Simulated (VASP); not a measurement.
A run of VASP 6.6.1 is set up as follows.

File INCAR:

```
SYSTEM = Hg
PREC = Accurate ; ENCUT = 520
EDIFF = 1E-7 ; ISMEAR = 0
SIGMA = 0.1 ; LREAL = .FALSE.
LASPH = .TRUE. ; NELM = 80
ALGO = Normal ; ISIF = 2
LWAVE = .FALSE. ; LCHARG = .TRUE.
GGA = PS ; LELF = .TRUE.
LVHAR = .TRUE. ; NBANDS = 12
```

The input KPOINTS:

```
Automatic mesh
0
G
  12 12 12
  0 0 0
```

Contents of POSCAR:

```
Hg
1.0
    1.9492058842      1.1253745419      1.9178305435
   -1.9492058842      1.1253745419      1.9178305435
    0.0000000000     -2.2507490839      1.9178305434
Hg
1
Direct
    0.0000000000      0.0000000000      0.0000000000
```

Potentials or basis: VASP PAW PBE potentials, release 64 (Hg).

Run with:

```sh
$ cat potpaw_PBE.64/Hg/POTCAR > POTCAR
$ mpirun -np 1 vasp_std > vasp.out
```

(1) Estimate the band gap on the k mesh.

(2) Estimate the pressure.

Results:

(1) zero (bands 6 and 7 overlap by 4.95 eV).

(2) 0.4 GPa.

Caveat: the PAW data sets were made with another functional, which shifts forces and pressure a little; spin-orbit coupling is left out, which moves the levels of the heavy elements.
